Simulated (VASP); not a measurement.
# Au (Fm-3m) in VASP: notebook

The runs below take Au through single point, with PBE, revPBE+D4.

All numbers are computed with VASP 6.6.1; they aren't measurements. Logs are shortened: lines on timing, memory, paths and dates and some standing lists are left out, and cuts for length are marked.

### Step 1. The cell of the first run

Symmetry: Fm-3m, No. 225, cubic system. Conventional cell: a = 4.070 Å, b = 4.070 Å, c = 4.070 Å, α = 90.00°, β = 90.00°, γ = 90.00°. Au (site symmetry m-3m) has 12 Au at 2.88 Å within 3.8 Å.

### Step 2. Single point, PBE

File INCAR:

```
PREC = Accurate ; ENCUT = 520
EDIFF = 1E-7 ; ISMEAR = 0
SIGMA = 0.028000000000000004 ; LREAL = F
LASPH = T ; NELM = 80
ALGO = Normal ; ISIF = 2
LWAVE = F ; LCHARG = F
GGA = PE ; NBANDS = 12
```

File KPOINTS:

```
regular mesh
0
Gamma
  11 11 11
```

File POSCAR:

```
Au
1.0
    0.0000000000      2.0350000000      2.0350000000
    2.0350000000      0.0000000000      2.0350000000
    2.0350000000      2.0350000000      0.0000000000
Au
1
Direct
    0.0000000000      0.0000000000      0.0000000000
```

Potentials or basis: VASP PAW PBE potentials, release 64 (Au).

Started as:

```sh
cat potpaw_PBE.64/Au/POTCAR > POTCAR
mpirun -np 1 vasp_std > vasp.out
```

OUTCAR:

```text
PREC = Accurate
   ENCUT = 520
   EDIFF = 1E-7
   ISMEAR = 0
   LREAL = F
   LASPH = T
   NELM = 80
   ISIF = 2
   GGA = PE

 ion  position               nearest neighbor table
   1  0.000  0.000  0.000-

  LATTYP: Found a face centered cubic cell.
 ALAT       =     4.0700000000

  Lattice vectors:

 A1 = (   0.0000000000,   2.0350000000,   2.0350000000)
 A2 = (   2.0350000000,   0.0000000000,   2.0350000000)
 A3 = (   2.0350000000,   2.0350000000,   0.0000000000)

Analysis of symmetry for initial positions (statically):
=====================================================================
 Subroutine PRICEL returns:
 Original cell was already a primitive cell.

 Routine SETGRP: Setting up the symmetry group for a
 face centered cubic supercell.

 Subroutine GETGRP returns: Found 48 space group operations
[... 9 lines left out ...]

 Routine SETGRP: Setting up the symmetry group for a
 face centered cubic supercell.

 Subroutine GETGRP returns: Found 48 space group operations
[... 11 lines left out ...]
                                     Primitive cell

  volume of cell :      16.8548

  direct lattice vectors                    reciprocal lattice vectors
     0.000000000  2.035000000  2.035000000    -0.245700246  0.245700246  0.245700246
     2.035000000  0.000000000  2.035000000     0.245700246 -0.245700246  0.245700246
     2.035000000  2.035000000  0.000000000     0.245700246  0.245700246 -0.245700246

  length of vectors
     2.877924599  2.877924599  2.877924599     0.425565309  0.425565309  0.425565309

  position of ions in fractional coordinates (direct lattice)
     0.000000000  0.000000000  0.000000000

  ion indices of the primitive-cell ions
   primitive index   ion index
                 1           1

----------------------------------------------------------------------------------------

 KPOINTS: regular mesh

Automatic generation of k-mesh.
 Grid dimensions read from file:
 generate k-points for:   11   11   11

 Generating k-lattice:

  Cartesian coordinates                     Fractional coordinates (reciprocal lattice)
    -0.022336386  0.022336386  0.022336386     0.090909091  0.000000000  0.000000000
     0.022336386 -0.022336386  0.022336386     0.000000000  0.090909091  0.000000000
     0.022336386  0.022336386 -0.022336386     0.000000000  0.000000000  0.090909091

  Length of vectors
     0.038687755  0.038687755  0.038687755
[... 57 lines left out ...]
   NSW    =      0    number of steps for IOM
   IBRION =     -1    ionic relax: 0-MD 1-quasi-New 2-CG
   NFREE  =      0    steps in history (QN), initial steepest desc. (CG)
   ISIF   =      2    stress and relaxation
   ISYM   =      2    0-nonsym 1-usesym 2-fastsym
   POTIM  = 0.5000    time-step for ionic-motion
   TEBEG  =    0.0;   TEEND  =   0.0 temperature during run
   PSTRESS=    0.0 pullay stress
   NELECT =      11.0000    total number of electrons
   NUPDOWN=      -1.0000    fix difference up-down
   EMIN   =  10.00;   EMAX   =-10.00  energy-range for DOS
   EFERMI =   0.00;   METHOD = LEGACY
   ISMEAR =     0;   SIGMA  =   0.03  broadening in eV -4-tet -1-fermi 0-gaus
   EFERMI_NEDOS =   21; number of points for ismear=-14 and -15
   IALGO  =     38    algorithm
   IMIX   =      4    mixing-type and parameters
     AMIX     =   0.40;   BMIX     =  1.00
     AMIX_MAG =   1.60;   BMIX_MAG =  1.00
  volume/ion in A,a.u.               =      16.85       113.74
  Fermi-wavevector in a.u.,A,eV,Ry     =   1.420032  2.683470 27.436005  2.016489
  Thomas-Fermi vector in A             =   2.540990
   LORBIT       =      0    0 simple, 1 ext, 2 COOP (PROOUT), +10 PAW based schemes
   GGA     = PE    functional components
   LHFCALC =     F    Hartree Fock is set to
   AEXX    =    0.0000 exact exchange contribution
   IVDW    =     0    specifies the selected vdW correction
   LEPSILON=     F    determine dielectric tensor
   LRPA    =     F    only Hartree local field effects (RPA)
 non-spin polarized calculation
 Gauss-broadening in eV      SIGMA  =   0.03
  energy-cutoff  :      520.00
  volume of cell :       16.85
 maximum number of plane-waves:       465
 NGX is ok and might be reduce to    24
   NGX = 11   NGY = 11   NGZ = 11

 number of electron      10.9999999 magnetization

 Free energy of the ion-electron system (eV)
  ---------------------------------------------------
  ext. energy  EPLUGINS =         0.00000000
  ---------------------------------------------------
  free energy    TOTEN  =        -3.19555424 eV

  energy without entropy =       -3.19551845  energy(sigma->0) =       -3.19553635

 E-fermi :   9.7535     XC(G=0): -12.7823

 val. band max:        9.5442273049   @ k =   0.4545   0.3636   0.0000
 cond. band min:       9.7938581781   @ k =  -0.4545   0.0909   0.0000
 fundamental gap:      0.2496308732
 Fermi energy:         9.7535309203

 k-point     1 :       0.0000    0.0000    0.0000
  band No.  band energies     occupation
      1      -0.3128      2.00000
      2       4.9101      2.00000
      3       4.9101      2.00000
      4       4.9101      2.00000
      5       6.4533      2.00000
      6       6.4533      2.00000
      7      24.1677      0.00000
      8      28.2298      0.00000
      9      28.2298      0.00000
     10      28.2298      0.00000
     11      33.1716      0.00000
     12      37.9347      0.00000
[... 331 lines left out ...]
 k-point    24 :      -0.1818    0.1818    0.0000
  band No.  band energies     occupation
      1       2.2808      2.00000
      2       4.2902      2.00000
      3       5.1102      2.00000
      4       5.7969      2.00000
      5       5.8356      2.00000
      6       7.6788      2.00000
      7      21.1057      0.00000
      8      23.0923      0.00000
      9      27.3900      0.00000
     10      28.8899      0.00000
     11      31.6329      0.00000
     12      34.3423      0.00000

 [... further k-points ...]

------------------------ aborting loop because EDIFF is reached ----------------------------------------

  FORCE on cell =-STRESS in cart. coord.  units (eV):
  Direction    XX          YY          ZZ          XY          YZ          ZX
  --------------------------------------------------------------------------------------
  -------------------------------------------------------------------------------------
  Total        1.1059424      1.1059424      1.1059424     -0.0000000      0.0000000     -0.0000000
  in kB      105.1283542    105.1283542    105.1283542     -0.0000000      0.0000000     -0.0000000
  external PRESSURE =     105.1283542 kB  Pullay stress =       0.0000000 kB

 VOLUME and BASIS-vectors are now :
 -----------------------------------------------------------------------------
  energy-cutoff  :      520.00
  volume of cell :       16.85
      direct lattice vectors                 reciprocal lattice vectors
     0.000000000  2.035000000  2.035000000    -0.245700246  0.245700246  0.245700246
     2.035000000  0.000000000  2.035000000     0.245700246 -0.245700246  0.245700246
     2.035000000  2.035000000  0.000000000     0.245700246  0.245700246 -0.245700246

 POSITION                                       TOTAL-FORCE (eV/Angst)
 -----------------------------------------------------------------------------------
      0.00000      0.00000      0.00000        -0.000000     -0.000000     -0.000000
 -----------------------------------------------------------------------------------
    total drift:                               -0.000000      0.000000     -0.000000

  FREE ENERGIE OF THE ION-ELECTRON SYSTEM (eV)
  ---------------------------------------------------
  free  energy   TOTEN  =        -3.1955542399 eV

  energy  without entropy=       -3.1955184518  energy(sigma->0) =       -3.19553635
```

OSZICAR:

```text
N       E                     dE             d eps       ncg     rms          rms(c)
DAV:   1     0.518038366863E+02    0.51804E+02   -0.55392E+03  1384   0.821E+02
DAV:   2    -0.265991127613E+01   -0.54464E+02   -0.50862E+02  1600   0.188E+02
DAV:   3    -0.345764908579E+01   -0.79774E+00   -0.79711E+00  1624   0.223E+01
DAV:   4    -0.346029526307E+01   -0.26462E-02   -0.26460E-02  1616   0.149E+00
DAV:   5    -0.346031447136E+01   -0.19208E-04   -0.19208E-04  1692   0.120E-01    0.970E+00
DAV:   6    -0.321728780902E+01    0.24303E+00   -0.63897E-01  1436   0.650E+00    0.613E+00
DAV:   7    -0.319779788494E+01    0.19490E-01   -0.66014E-02  1580   0.211E+00    0.280E+00
DAV:   8    -0.319555844117E+01    0.22394E-02   -0.15388E-03  1484   0.335E-01    0.235E-01
DAV:   9    -0.319554961133E+01    0.88298E-05   -0.15547E-05  1628   0.332E-02    0.337E-02
DAV:  10    -0.319555423609E+01   -0.46248E-05   -0.31204E-06  1584   0.169E-02    0.757E-04
DAV:  11    -0.319555423995E+01   -0.38586E-08   -0.64592E-08  1304   0.196E-03
   1 F= -.31955542E+01 E0= -.31955363E+01  d E =-.357881E-04
```

stdout:

```text
POSCAR found type information on POSCAR Au
 POSCAR found :  1 types and       1 ions
 scaLAPACK will be used
 LDA part: xc-table for (Slater+PW92), standard interpolation
 POSCAR, INCAR and KPOINTS ok, starting setup
 FFT: planning ... GRIDC
 FFT: planning ... GRID_SOFT
 FFT: planning ... GRID
 WAVECAR not read
 entering main loop
```

It took 6.4 s on 1 thread of Intel Xeon 6975P-C (Granite Rapids), shared host; peak memory 0.14 GiB.

What came out:

* Free energy: -3.1956 eV
* Pressure: 10.5 GPa

Caveat: spin-orbit coupling is left out, which moves the levels of the heavy elements.

### Step 3. Single point, revPBE+D4

This run uses another cell than the first one, of 17.19 Å³/atom, 1.020 times its volume.

File INCAR:

```
PREC = Accurate
ENCUT = 520
EDIFF = 1E-7
ISMEAR = -1
SIGMA = 0.05
LREAL = F
LASPH = T
NELM = 60
ALGO = Normal
ISIF = 2
LWAVE = F
LCHARG = F
GGA = RE
IVDW = 13
NBANDS = 12
```

KPOINTS is that of step 2.

File POSCAR:

```
Au
1.0
    0.0000000000      2.0482256814      2.0482256814
    2.0482256814      0.0000000000      2.0482256814
    2.0482256814      2.0482256814      0.0000000000
Au
1
Direct
    0.0000000000      0.0000000000      0.0000000000
```

Potentials or basis: VASP PAW PBE potentials, release 64 (Au).

Started as:

```sh
cat potpaw_PBE.64/Au/POTCAR > POTCAR
mpirun -np 1 vasp_std > vasp.out
```

OUTCAR:

```text
PREC = Accurate
   ENCUT = 520
   EDIFF = 1E-7
   ISMEAR = -1
   LREAL = F
   LASPH = T
   NELM = 60
   ISIF = 2
   GGA = RE
   IVDW = 13

 ion  position               nearest neighbor table
   1  0.000  0.000  0.000-

  LATTYP: Found a face centered cubic cell.
 ALAT       =     4.0964513628

  Lattice vectors:

 A1 = (   0.0000000000,   2.0482256814,   2.0482256814)
 A2 = (   2.0482256814,   0.0000000000,   2.0482256814)
 A3 = (   2.0482256814,   2.0482256814,   0.0000000000)

Analysis of symmetry for initial positions (statically):
=====================================================================
 Subroutine PRICEL returns:
 Original cell was already a primitive cell.

 Routine SETGRP: Setting up the symmetry group for a
 face centered cubic supercell.

 Subroutine GETGRP returns: Found 48 space group operations
[... 9 lines left out ...]

 Routine SETGRP: Setting up the symmetry group for a
 face centered cubic supercell.

 Subroutine GETGRP returns: Found 48 space group operations
[... 11 lines left out ...]
                                     Primitive cell

  volume of cell :      17.1855
[... 143 lines left out ...]
  band No.  band energies     occupation
      1      -0.3310      2.00000
      2       4.7599      2.00000
      3       4.7599      2.00000
      4       4.7599      2.00000
      5       6.2452      2.00000
      6       6.2452      2.00000
      7      23.9335      0.00000
      8      27.9046      0.00000
      9      27.9046      0.00000
     10      27.9046      0.00000
     11      32.7669      0.00000
     12      37.3232      0.00000
[... 331 lines left out ...]
 k-point    24 :      -0.1818    0.1818    0.0000
  band No.  band energies     occupation
      1       2.2178      2.00000
      2       4.1653      2.00000
      3       4.9577      2.00000
      4       5.6171      2.00000
      5       5.6537      2.00000
      6       7.4366      2.00000
      7      20.7491      0.00000
      8      22.6819      0.00000
      9      27.0563      0.00000
     10      28.5705      0.00000
     11      31.1399      0.00000
     12      33.8349      0.00000

 [... further k-points ...]

------------------------ aborting loop because EDIFF is reached ----------------------------------------

  DFT-D4 for vdW energy calculation

  Edisp (eV):   -1.10986

  FORCE on cell =-STRESS in cart. coord.  units (eV):
  Direction    XX          YY          ZZ          XY          YZ          ZX
  --------------------------------------------------------------------------------------
  -------------------------------------------------------------------------------------
  Total      -0.02948    -0.02948    -0.02948     0.00000     0.00000    -0.00000
  in kB      -2.74846    -2.74846    -2.74846     0.00000     0.00000    -0.00000
  external pressure =       -2.75 kB  Pullay stress =        0.00 kB

 VOLUME and BASIS-vectors are now :
 -----------------------------------------------------------------------------
  energy-cutoff  :      520.00
  volume of cell :       17.19
      direct lattice vectors                 reciprocal lattice vectors
     0.000000000  2.048225681  2.048225681    -0.244113725  0.244113725  0.244113725
     2.048225681  0.000000000  2.048225681     0.244113725 -0.244113725  0.244113725
     2.048225681  2.048225681  0.000000000     0.244113725  0.244113725 -0.244113725

 POSITION                                       TOTAL-FORCE (eV/Angst)
 -----------------------------------------------------------------------------------
      0.00000      0.00000      0.00000        -0.000000      0.000000      0.000000
 -----------------------------------------------------------------------------------
    total drift:                               -0.000000      0.000000     -0.000000

  FREE ENERGIE OF THE ION-ELECTRON SYSTEM (eV)
  ---------------------------------------------------
  free  energy   TOTEN  =        -3.8232567373 eV

  energy  without entropy=       -3.8221510264  energy(sigma->0) =       -3.82270388
```

OSZICAR:

```text
N       E                     dE             d eps       ncg     rms          rms(c)
DAV:   1     0.512311547152E+02    0.51231E+02   -0.55258E+03  1384   0.812E+02
DAV:   2    -0.223319024949E+01   -0.53464E+02   -0.50115E+02  1592   0.188E+02
DAV:   3    -0.294255477130E+01   -0.70936E+00   -0.70895E+00  1572   0.211E+01
DAV:   4    -0.294499350926E+01   -0.24387E-02   -0.24386E-02  1636   0.141E+00
DAV:   5    -0.294501168392E+01   -0.18175E-04   -0.18174E-04  1620   0.117E-01    0.907E+00
DAV:   6    -0.273186118829E+01    0.21315E+00   -0.56030E-01  1456   0.612E+00    0.584E+00
DAV:   7    -0.271512300671E+01    0.16738E-01   -0.62581E-02  1588   0.207E+00    0.269E+00
DAV:   8    -0.271339617258E+01    0.17268E-02   -0.17262E-03  1480   0.336E-01    0.230E-01
DAV:   9    -0.271338573110E+01    0.10441E-04   -0.76557E-06  1644   0.247E-02    0.267E-02
DAV:  10    -0.271339323503E+01   -0.75039E-05   -0.43108E-06  1576   0.210E-02    0.144E-03
DAV:  11    -0.271339317174E+01    0.63295E-07   -0.71210E-08  1548   0.197E-03
   1 F= -.38232567E+01 E0= -.38227039E+01  d E =-.110571E-02
```

stdout:

```text
POSCAR found type information on POSCAR Au
 POSCAR found :  1 types and       1 ions
 scaLAPACK will be used
 -----------------------------------------------------------------------------
|                                                                             |
|                                                                             |
|     You enforced a specific xc type in the INCAR file but a different       |
|     I HOPE YOU KNOW WHAT YOU ARE DOING!                                     |
|                                                                             |
 -----------------------------------------------------------------------------

 LDA part: xc-table for (Slater+PW92), standard interpolation
 POSCAR, INCAR and KPOINTS ok, starting setup
 FFT: planning ... GRIDC
 FFT: planning ... GRID_SOFT
 FFT: planning ... GRID
 WAVECAR not read
 entering main loop
```

It took 5.4 s on 1 thread of Intel Xeon 6975P-C (Granite Rapids), shared host; peak memory 0.14 GiB.

Results:

| Item | Value |
| --- | --- |
| Free energy | -3.8233 eV |
| Pressure | -0.3 GPa |
| Dispersion energy per atom | -1.110 eV |

Levels at points of the mesh, in eV from the Fermi level:
```csv
k point,band 4,band 5,band 6,band 7,band 8,band 9
"(0.00, 0.00, 0.00)",-4.71,-3.22,-3.22,14.46,18.43,18.43
```

Caveat: the PAW data sets were made with another functional, which shifts forces and pressure a little; spin-orbit coupling is left out, which moves the levels of the heavy elements; pairwise dispersion overbinds metals, which lowers pressure and volume.
